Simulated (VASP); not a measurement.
# V (Fd-3m) in VASP: a series of runs, part 2 of 2

VASP 6.6.1. Earlier steps stand in the parts before.

## (4) Single point, PBEsol (volume scaled by 1.12)

Contents of INCAR:

```
SYSTEM = V
  PREC = Accurate
  ENCUT = 520
  EDIFF = 1E-7
  ISMEAR = -1
  SIGMA = 0.1
  LREAL = .False.
  LASPH = .True.
  NELM = 60
  ALGO = Normal
  ISIF = 2
  LWAVE = .False.
  LCHARG = .False.
  GGA = PS
  NBANDS = 20
```

Contents of KPOINTS:

```
regular mesh
0
Gamma
  12 12 12
  0 0 0
```

Contents of POSCAR:

```
V
1.0
    0.0000000000      2.6989750971      2.6989750971
    2.6989750971      0.0000000000      2.6989750971
    2.6989750971      2.6989750971      0.0000000000
V
2
Direct
    0.1250000000      0.1250000000      0.1250000000
    0.8750000000      0.8750000000      0.8750000000
```

Potentials or basis: VASP PAW PBE potentials, release 64 (V_sv).

On the command line:

```sh
$ cat potpaw_PBE.64/V_sv/POTCAR > POTCAR
$ mpirun -np 1 vasp_std > vasp.out
```

OUTCAR:

```text
SYSTEM = V
   PREC = Accurate
   ENCUT = 520
   EDIFF = 1E-7
   ISMEAR = -1
   LREAL = .False.
   LASPH = .True.
   NELM = 60
   ISIF = 2
   GGA = PS

 ion  position               nearest neighbor table
   1  0.125  0.125  0.125-   2 2.34   2 2.34   2 2.34   2 2.34
   2  0.875  0.875  0.875-   1 2.34   1 2.34   1 2.34   1 2.34

  LATTYP: Found a face centered cubic cell.
 ALAT       =     5.3979501942

  Lattice vectors:

 A1 = (   0.0000000000,   2.6989750971,   2.6989750971)
 A2 = (   2.6989750971,   0.0000000000,   2.6989750971)
 A3 = (   2.6989750971,   2.6989750971,   0.0000000000)

Analysis of symmetry for initial positions (statically):
=====================================================================
 Subroutine PRICEL returns:
 Original cell was already a primitive cell.

 Routine SETGRP: Setting up the symmetry group for a
 face centered cubic supercell.

 Subroutine GETGRP returns: Found 48 space group operations
 (whereof 12 operations were pure point group operations)
 out of a pool of 48 trial point group operations.

The static configuration has the point symmetry D_3d.
 The point group associated with its full space group is O_h .
[... 157 lines left out ...]
  free energy    TOTEN  =       -14.30970026 eV

  energy without entropy =      -14.12467491  energy(sigma->0) =      -14.21718758

 E-fermi :   5.5311     XC(G=0): -10.7734

 val. band max:        5.5255487916   @ k =   0.4167   0.3333   0.0833
 cond. band min:       5.5338037063   @ k =   0.2500   0.2500   0.0000
 fundamental gap:      0.0082549147
 Fermi energy:         5.5310654476

 k-point     1 :       0.0000    0.0000    0.0000
  band No.  band energies     occupation
      1     -57.9202      2.00000
      2     -57.3992      2.00000
      3     -32.0626      2.00000
      4     -32.0626      2.00000
      5     -32.0626      2.00000
      6     -31.3211      2.00000
[... 541 lines left out ...]
     19       8.9482      0.00000
     20       9.6804      0.00000

 [... further k-points ...]

------------------------ aborting loop because EDIFF is reached ----------------------------------------

  FORCE on cell =-STRESS in cart. coord.  units (eV):
  Direction    XX          YY          ZZ          XY          YZ          ZX
  --------------------------------------------------------------------------------------
  -------------------------------------------------------------------------------------
  Total       -1.5423902     -1.5423902     -1.5423902      0.0000000      0.0000000      0.0000000
  in kB      -62.8460837    -62.8460837    -62.8460837      0.0000000      0.0000000      0.0000000
  external PRESSURE =     -62.8460837 kB  Pullay stress =       0.0000000 kB

 VOLUME and BASIS-vectors are now :
 -----------------------------------------------------------------------------
  energy-cutoff  :      520.00
  volume of cell :       39.32
      direct lattice vectors                 reciprocal lattice vectors
     0.000000000  2.698975097  2.698975097    -0.185255507  0.185255507  0.185255507
     2.698975097  0.000000000  2.698975097     0.185255507 -0.185255507  0.185255507
     2.698975097  2.698975097  0.000000000     0.185255507  0.185255507 -0.185255507

 POSITION                                       TOTAL-FORCE (eV/Angst)
 -----------------------------------------------------------------------------------
      0.67474      0.67474      0.67474        -0.000000      0.000000     -0.000000
      4.72321      4.72321      4.72321         0.000000     -0.000000      0.000000
 -----------------------------------------------------------------------------------
    total drift:                                0.000000     -0.000000     -0.000000

  FREE ENERGIE OF THE ION-ELECTRON SYSTEM (eV)
  ---------------------------------------------------
  free  energy   TOTEN  =       -14.3097002592 eV

  energy  without entropy=      -14.1246749094  energy(sigma->0) =      -14.21718758
```

OSZICAR:

```text
N       E                     dE             d eps       ncg     rms          rms(c)
DAV:   1     0.334308749791E+03    0.33431E+03   -0.16498E+04  2888   0.141E+03
DAV:   2    -0.601699348138E+01   -0.34033E+03   -0.33492E+03  2944   0.473E+02
DAV:   3    -0.153149829081E+02   -0.92980E+01   -0.90633E+01  3464   0.942E+01
DAV:   4    -0.154290633407E+02   -0.11408E+00   -0.11364E+00  3112   0.101E+01
DAV:   5    -0.154304134918E+02   -0.13502E-02   -0.13500E-02  3196   0.119E+00    0.176E+01
DAV:   6    -0.143486882141E+02    0.10817E+01   -0.88129E+00  3336   0.241E+01    0.299E+00
DAV:   7    -0.143135900369E+02    0.35098E-01   -0.30299E-01  3100   0.512E+00    0.282E+00
DAV:   8    -0.143097642368E+02    0.38258E-02   -0.51658E-03  3188   0.810E-01    0.796E-02
DAV:   9    -0.143096984082E+02    0.65829E-04   -0.49222E-04  3236   0.217E-01    0.307E-02
DAV:  10    -0.143097005950E+02   -0.21868E-05   -0.13015E-05  3100   0.301E-02    0.684E-03
DAV:  11    -0.143096999874E+02    0.60756E-06   -0.16856E-07  2616   0.479E-03    0.677E-04
DAV:  12    -0.143097002805E+02   -0.29303E-06   -0.28921E-08  1608   0.190E-03    0.412E-04
DAV:  13    -0.143097002592E+02    0.21247E-07   -0.97853E-09  1520   0.123E-03
   1 F= -.14309700E+02 E0= -.14217188E+02  d E =-.185025E+00
```

Wall time 46 s (1 thread of Intel Xeon 6975P-C, shared host); peak memory 0.18 GiB.

Results:

```
Free energy            : -14.3097 eV
Pressure               : -6.3 GPa
Band gap on the k mesh : zero (band 13 reaches 5.97 eV, above the bottom of band 14 at 5.03 eV)
```

Caveat: the PAW data sets were made with another functional, which shifts forces and pressure a little.

## (5) Summary

| cell | k mesh | gap on the mesh (eV) | pressure (GPa) |
| --- | --- | --- | --- |
| a = 3.675 Å, angles 60.0°, 2 atoms | 10 × 10 × 10 | none | 0.6 |
| a = 3.575 Å, angles 60.0°, 2 atoms | 12 × 12 × 12 | none | 8.0 |
| a = 3.817 Å, angles 60.0°, 2 atoms | 12 × 12 × 12 | none | -6.3 |

Alike in all rows: task single point; level PBEsol; potentials or basis VASP PAW PBE potentials, release 64 (V_sv); no spin polarisation; cutoff (eV) 520; smearing fermi-dirac 0.1 eV.

Caveats: the PAW data sets were made with another functional, which shifts forces and pressure a little.

Total energies depend on the potentials used, so only differences within one code and one set of settings carry meaning.
